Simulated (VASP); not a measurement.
# P: relaxation of cell and atoms with PBE+D3(BJ)

Crystal: P.

```
CELL_PARAMETERS angstrom
1.65820 -5.24200 0.00000
1.65820 5.24200 0.00000
0.00000 0.00000 4.37930
ATOMIC_POSITIONS crystal
P 0.89838 0.10162 0.08068
P 0.60162 0.39838 0.58068
P 0.10162 0.89838 0.91932
P 0.39838 0.60162 0.41932
```

* Program: VASP 6.6.1
* Task: relaxation of cell and atoms
* Functional: PBE
* Dispersion: D3(BJ)
* Potentials or basis: VASP PAW PBE potentials, release 64 (P)
* Cutoff: 600 eV
* k mesh: 6 × 6 × 4
* Occupations: gaussian, width 0.05 eV
* Spin: no spin polarisation
* Dipole correction: no
* Further INCAR settings: ALGO = Normal; EDIFF = 1e-06; IBRION = 2; EDIFFG = -0.03; NSW = 80; ISIF = 3

```yaml
Relaxed_volume: 17.47 Å³/atom
Relaxed_cell: a = 5.334 Å, b = 5.334 Å, c = 4.123 Å, α = 90.00°, β = 90.00°, γ = 143.44°
Space_group_after_relaxing_to_0.1_Å: Cmce (No. 64)
Energy_gained_by_relaxing: 10.8 meV/atom
Ionic_steps: 9
Pressure_after_relaxing: -0.1 GPa
Largest_force_after_relaxing: 0.024 eV/Å
Band_gap_on_the_k_mesh: zero (bands 10 and 11 overlap by 0.03 eV)
Dispersion_energy_per_atom: -0.402 eV
```

Forces in eV/Å, atoms in the order of the input:
```
P    0.000  0.015 -0.019
P    0.000 -0.015 -0.019
P    0.000 -0.015  0.019
P    0.000  0.015  0.019
```

Stress tensor (GPa, compression positive):
```
-0.17  0.00  0.00
 0.00  0.06  0.00
 0.00  0.00 -0.07
```

The path:
| step | energy change (eV) | largest force (eV/Å) | pressure (GPa) | volume (Å³) |
| --- | --- | --- | --- | --- |
| 1 | 0.0000 | 0.0752 | -1.35 | 76.13 |
| 2 | -0.0083 | 0.2240 | 0.31 | 74.38 |
| 3 | -0.0083 | 0.2166 | 0.24 | 74.46 |
| 4 | -0.0172 | 0.1467 | 0.21 | 73.70 |
| 5 | -0.0302 | 0.1387 | 0.07 | 71.43 |
| 6 | -0.0391 | 0.0382 | -0.11 | 70.82 |
| 7 | -0.0423 | 0.0695 | -0.25 | 70.18 |
| 8 | -0.0428 | 0.0606 | 0.08 | 69.67 |
| 9 | -0.0432 | 0.0243 | -0.06 | 69.87 |

Final structure:
```
P
1.0
     1.67295   -5.06508    0.00000
     1.67295    5.06508    0.00000
     0.00000    0.00000    4.12304
P
4
Direct
  0.89331 0.10669 0.07110
  0.60669 0.39331 0.57110
  0.10669 0.89331 0.92890
  0.39331 0.60669 0.42890
```

Levels at points of the mesh, in eV from the Fermi level:
| k point | band 7 | band 8 | band 9 | band 10 | band 11 | band 12 | band 13 | band 14 |
| --- | --- | --- | --- | --- | --- | --- | --- | --- |
| (0.00, 0.00, 0.00) | -4.18 | -2.80 | -2.78 | -1.36 | 1.16 | 1.16 | 1.80 | 3.43 |
| (0.50, 0.00, 0.00) | -3.20 | -3.20 | -2.65 | -2.65 | 0.81 | 0.81 | 1.15 | 1.15 |
| (0.50, 0.50, 0.00) | -4.53 | -2.24 | -1.80 | -0.34 | 0.35 | 0.65 | 2.37 | 3.13 |
| (0.00, 0.00, 0.50) | -3.19 | -3.19 | -0.88 | -0.88 | 1.37 | 1.37 | 2.06 | 2.06 |
| (0.50, 0.00, 0.50) | -5.78 | -5.78 | -2.13 | -2.13 | 1.62 | 1.62 | 4.89 | 4.89 |
| (0.50, 0.50, 0.50) | -2.39 | -2.39 | -1.24 | -1.24 | 1.29 | 1.29 | 2.77 | 2.77 |

Wall time 8.4 min on 1 thread of Intel Xeon 8259CL, on a shared host, peak memory 0.3 GiB.
